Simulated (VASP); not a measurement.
# ZnCd3SO (P4/mmm) in VASP: notebook, part 2 of 2

VASP 6.6.1.

## (3) Single point, PBE, collinear spin, ferromagnetic start

This run uses another cell than the first one, of 22.84 Å³/atom, 1.028 times its volume.

Contents of INCAR:

```
SYSTEM = ZnCd3SO
PREC = Accurate ; ENCUT = 520
EDIFF = 1E-6 ; ISMEAR = 0
SIGMA = 0.1 ; LREAL = .FALSE.
LASPH = .TRUE. ; NELM = 150
ALGO = Normal ; ISIF = 2
LWAVE = .FALSE. ; LCHARG = .FALSE.
ISPIN = 2 ; MAGMOM = 0 0 0 0 0 1
LORBIT = 11 ; GGA = PE
NBANDS = 43
```

Contents of KPOINTS:

```
regular mesh
0
G
  4 4 2
  0 0 0
```

Contents of POSCAR:

```
ZnCd3SO
1.0
    4.0687272600      0.0000000000      0.0000000000
    0.0000000000      4.0687272600      0.0000000000
    0.0000000000      0.0000000000      8.2777982600
Zn Cd S O
1 3 1 1
Direct
    0.5000000000      0.5000000000      0.0000000000
    0.5000000000      0.5000000000      0.2690671800
    0.5000000000      0.5000000000      0.7309328200
    0.0000000000      0.0000000000      0.0000000000
    0.5000000000      0.5000000000      0.5000000000
    0.0000000000      0.0000000000      0.5000000000
```

Potentials or basis: VASP PAW PBE potentials, release 64 (Zn, Cd, S, O).

Launch:

```console
cat potpaw_PBE.64/Zn/POTCAR potpaw_PBE.64/Cd/POTCAR potpaw_PBE.64/S/POTCAR potpaw_PBE.64/O/POTCAR > POTCAR
mpirun -np 1 vasp_std > vasp.out
```

OUTCAR:

```text
SYSTEM = ZnCd3SO
   PREC = Accurate
   ENCUT = 520
   EDIFF = 1E-6
   ISMEAR = 0
   LREAL = .FALSE.
   LASPH = .TRUE.
   NELM = 150
   ISIF = 2
   ISPIN = 2
   LORBIT = 11
   GGA = PE

 ion  position               nearest neighbor table
   1  0.500  0.500  0.000-   2 2.23   3 2.23   4 2.88   4 2.88   4 2.88   4 2.88
   2  0.500  0.500  0.269-   5 1.91   1 2.23   4 3.64   4 3.64   4 3.64   4 3.64
   3  0.500  0.500  0.731-   5 1.91   1 2.23   4 3.64   4 3.64   4 3.64   4 3.64
   4  0.000  0.000  0.000-   1 2.88   1 2.88   1 2.88   1 2.88   2 3.64   3 3.64   3 3.64   2 3.64
                             3 3.64   2 3.64   2 3.64   3 3.64
   5  0.500  0.500  0.500-   2 1.91   3 1.91
   6  0.000  0.000  0.500-

  LATTYP: Found a simple tetragonal cell.
 ALAT       =     4.0687272600
 C/A-ratio  =     2.0344932779

  Lattice vectors:

 A1 = (   4.0687272600,   0.0000000000,   0.0000000000)
 A2 = (   0.0000000000,   4.0687272600,   0.0000000000)
 A3 = (   0.0000000000,   0.0000000000,   8.2777982600)

Analysis of symmetry for initial positions (statically):
=====================================================================
 Subroutine PRICEL returns:
 Original cell was already a primitive cell.

 Routine SETGRP: Setting up the symmetry group for a
 simple tetragonal supercell.

 Subroutine GETGRP returns: Found 16 space group operations
 (whereof 16 operations were pure point group operations)
 out of a pool of 16 trial point group operations.

The static configuration has the point symmetry D_4h.

Analysis of symmetry for dynamics (positions and initial velocities):
=====================================================================
 Subroutine PRICEL returns:
 Original cell was already a primitive cell.

 Routine SETGRP: Setting up the symmetry group for a
 simple tetragonal supercell.

 Subroutine GETGRP returns: Found 16 space group operations
 (whereof 16 operations were pure point group operations)
 out of a pool of 16 trial point group operations.

The dynamic configuration has the point symmetry D_4h.

Analysis of structural, dynamic, and magnetic symmetry:
=====================================================================
 Subroutine PRICEL returns:
 Original cell was already a primitive cell.

 Routine SETGRP: Setting up the symmetry group for a
 simple tetragonal supercell.

 Subroutine GETGRP returns: Found 16 space group operations
 (whereof 16 operations were pure point group operations)
 out of a pool of 16 trial point group operations.

The overall configuration has the point symmetry D_4h.

 Subroutine INISYM returns: Found 16 space group operations
 (whereof 16 operations are pure point group operations),
 and found     1 'primitive' translations

----------------------------------------------------------------------------------------

                                     Primitive cell

  volume of cell :     137.0352

  direct lattice vectors                    reciprocal lattice vectors
     4.068727260  0.000000000  0.000000000     0.245777103  0.000000000  0.000000000
     0.000000000  4.068727260  0.000000000     0.000000000  0.245777103  0.000000000
     0.000000000  0.000000000  8.277798260     0.000000000  0.000000000  0.120805070

  length of vectors
[... 82 lines left out ...]
   NFREE  =      0    steps in history (QN), initial steepest desc. (CG)
   ISIF   =      2    stress and relaxation
   ISYM   =      2    0-nonsym 1-usesym 2-fastsym
   POTIM  = 0.5000    time-step for ionic-motion
   TEBEG  =    0.0;   TEEND  =   0.0 temperature during run
   PSTRESS=    0.0 pullay stress
   NELECT =      60.0000    total number of electrons
   NUPDOWN=      -1.0000    fix difference up-down
   EMIN   =  10.00;   EMAX   =-10.00  energy-range for DOS
   EFERMI =   0.00;   METHOD = LEGACY
   ISMEAR =     0;   SIGMA  =   0.10  broadening in eV -4-tet -1-fermi 0-gaus
   EFERMI_NEDOS =   21; number of points for ismear=-14 and -15
   IALGO  =     38    algorithm
   IMIX   =      4    mixing-type and parameters
     AMIX     =   0.40;   BMIX     =  1.00
     AMIX_MAG =   1.60;   BMIX_MAG =  1.00
  volume/ion in A,a.u.               =      22.84       154.13
  Fermi-wavevector in a.u.,A,eV,Ry     =   1.243124  2.349164 21.025875  1.545358
  Thomas-Fermi vector in A             =   2.377449
   LORBIT       =     11    0 simple, 1 ext, 2 COOP (PROOUT), +10 PAW based schemes
   GGA     = PE    functional components
   LHFCALC =     F    Hartree Fock is set to
   AEXX    =    0.0000 exact exchange contribution
   IVDW    =     0    specifies the selected vdW correction
   LEPSILON=     F    determine dielectric tensor
   LRPA    =     F    only Hartree local field effects (RPA)
 spin polarized calculation
 Gauss-broadening in eV      SIGMA  =   0.10
  energy-cutoff  :      520.00
  volume of cell :      137.04
 maximum number of plane-waves:      3712
   NGX = 15   NGY = 15   NGZ = 31

 number of electron      59.9999975 magnetization      -0.0144062

 number of electron      59.9999975 magnetization       0.0005288

 Free energy of the ion-electron system (eV)
  ---------------------------------------------------
  ext. energy  EPLUGINS =         0.00000000
  ---------------------------------------------------
  free energy    TOTEN  =        -3.87496336 eV

  energy without entropy =       -3.84718804  energy(sigma->0) =       -3.86107570

 E-fermi :   0.8453     XC(G=0):  -9.3882

 val. band max:        0.8312027295   @ k =   0.5000   0.2500   0.5000
 cond. band min:       0.8628428188   @ k =   0.5000   0.2500   0.0000
 fundamental gap:      0.0316400893
 Fermi energy:         0.8453013932

 spin component 1

 k-point     1 :       0.0000    0.0000    0.0000
  band No.  band energies     occupation
      1     -14.9767      1.00000
      2     -13.6589      1.00000
      3     -10.2523      1.00000
      4      -8.5590      1.00000
      5      -8.5590      1.00000
      6      -8.4787      1.00000
[... 529 lines left out ...]
     41      10.3864      0.00000
     42      10.6624      0.00000
 Fermi energy:         0.8453013932

 spin component 2

 k-point     1 :       0.0000    0.0000    0.0000
  band No.  band energies     occupation
      1     -14.9759      1.00000
      2     -13.6586      1.00000
      3     -10.2523      1.00000
      4      -8.5590      1.00000
      5      -8.5590      1.00000
      6      -8.4787      1.00000
[... 529 lines left out ...]
     41      10.3866      0.00000
     42      10.6628      0.00000
 [bands above 42 left out]

------------------------ aborting loop because EDIFF is reached ----------------------------------------

  FORCE on cell =-STRESS in cart. coord.  units (eV):
  Direction    XX          YY          ZZ          XY          YZ          ZX
  --------------------------------------------------------------------------------------
  -------------------------------------------------------------------------------------
  Total       -2.8353444     -2.8353444     64.7956329      0.0000000     -0.0000000      0.0000000
  in kB      -33.1500664    -33.1500664    757.5727128      0.0000000     -0.0000000      0.0000000
  external PRESSURE =     230.4241933 kB  Pullay stress =       0.0000000 kB

 VOLUME and BASIS-vectors are now :
 -----------------------------------------------------------------------------
  energy-cutoff  :      520.00
  volume of cell :      137.04
      direct lattice vectors                 reciprocal lattice vectors
     4.068727260  0.000000000  0.000000000     0.245777103  0.000000000  0.000000000
     0.000000000  4.068727260  0.000000000     0.000000000  0.245777103  0.000000000
     0.000000000  0.000000000  8.277798260     0.000000000  0.000000000  0.120805070

 POSITION                                       TOTAL-FORCE (eV/Angst)
 -----------------------------------------------------------------------------------
      2.03436      2.03436      0.00000         0.000000      0.000000     -0.000000
      2.03436      2.03436      2.22728         0.000000     -0.000000     -8.764977
      2.03436      2.03436      6.05051        -0.000000     -0.000000      8.764977
      0.00000      0.00000      0.00000         0.000000      0.000000     -0.000000
      2.03436      2.03436      4.13890         0.000000      0.000000     -0.000000
      0.00000      0.00000      4.13890         0.000000      0.000000     -0.000000
 -----------------------------------------------------------------------------------
    total drift:                                0.000000      0.000000     -0.000000

  FREE ENERGIE OF THE ION-ELECTRON SYSTEM (eV)
  ---------------------------------------------------
  free  energy   TOTEN  =        -3.8749633630 eV

  energy  without entropy=       -3.8471880385  energy(sigma->0) =       -3.86107570

 total charge

# of ion       s       p       d       tot
------------------------------------------
    1        0.740   0.531   9.726  10.997
    2        0.695   0.506   9.547  10.748
    3        0.695   0.506   9.547  10.748
    4        0.630   0.152   9.502  10.284
    5        1.372   2.521   0.000   3.893
    6        1.612   3.058   0.000   4.669
--------------------------------------------------
tot          5.743   7.275  38.323  51.341

 magnetization (x)

# of ion       s       p       d       tot
------------------------------------------
    1       -0.000  -0.000   0.000  -0.000
    2       -0.000  -0.000   0.000   0.000
    3       -0.000  -0.000   0.000   0.000
    4        0.000   0.000   0.000   0.000
    5        0.000   0.000   0.000   0.000
    6        0.000   0.001   0.000   0.001
--------------------------------------------------
tot          0.000   0.001   0.000   0.001
```

Wall time 1.8 min (1 thread of Intel Xeon 6975P-C (Granite Rapids), shared host); peak memory 0.32 GiB.

Results:

```
Free energy                                           : -3.8750 eV
Pressure                                              : 23.0 GPa
Largest force                                         : 8.765 eV/Å
Band gap on the k mesh                                : zero (filled and empty bands overlap)
Net moment                                            : 0.00 μB per cell
Valence electrons inside the program's atomic spheres : Zn 11.00; Cd 10.75, 10.28; S 3.89; O 4.67
```

Forces on the atoms (eV/Å):
```
Zn   0.000  0.000  0.000
Cd   0.000  0.000 -8.765
Cd   0.000  0.000  8.765
Cd   0.000  0.000  0.000
S    0.000  0.000  0.000
O    0.000  0.000  0.000
```

Caveat: the k points lie up to 0.39 Å⁻¹ apart; forces of over 1 eV/Å act on the atoms, so gaps and moduli don't describe the material at rest.
